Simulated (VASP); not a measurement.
GaP:

```xyz
2
Lattice="0.0000 2.7250 2.7250 2.7250 0.0000 2.7250 2.7250 2.7250 0.0000" Properties=species:S:1:pos:R:3 pbc="T T T"
Ga    0.0000    0.0000    0.0000
P     1.3625    1.3625    1.3625
```

```yaml
Program: VASP 6.6.1
Task: relaxation of cell and atoms
Functional: LDA
Potentials_or_basis: VASP PAW LDA potentials, release 64 (Ga_d, P)
Cutoff: 600 eV
k_mesh: 8 × 8 × 8
Occupations: gaussian, width 0.01 eV
Spin: no spin polarisation
```

At the start: pressure -2.7 GPa; volume 20.23 Å³/atom.

**Question.** Where does the relaxation end?

**Answer.** Over 6 steps the energy falls by 5.3 meV/atom and the volume is 19.61 Å³/atom (-3.1 %); space group F-43m (No. 216, to 0.05 Å).

The path:
```tsv
step	energy change (eV)	largest force (eV/Å)	pressure (GPa)	volume (Å³)
1	0.0000	0.0000	-2.66	40.47
2	-0.0071	0.0000	1.67	38.53
3	-0.0106	0.0000	-0.07	39.22
4	-0.0106	0.0000	0.10	39.19
5	-0.0106	0.0000	-0.10	39.26
6	-0.0106	0.0000	0.04	39.22
```

Final structure:
```yaml
crystal:
  lattice:
    - [0.00000, 2.69659, 2.69659]
    - [2.69659, 0.00000, 2.69659]
    - [2.69659, 2.69659, 0.00000]
  atoms:
    - { symbol: Ga, position: [0.00000, 0.00000, 0.00000] }
    - { symbol: P, position: [0.25000, 0.25000, 0.25000] }
```
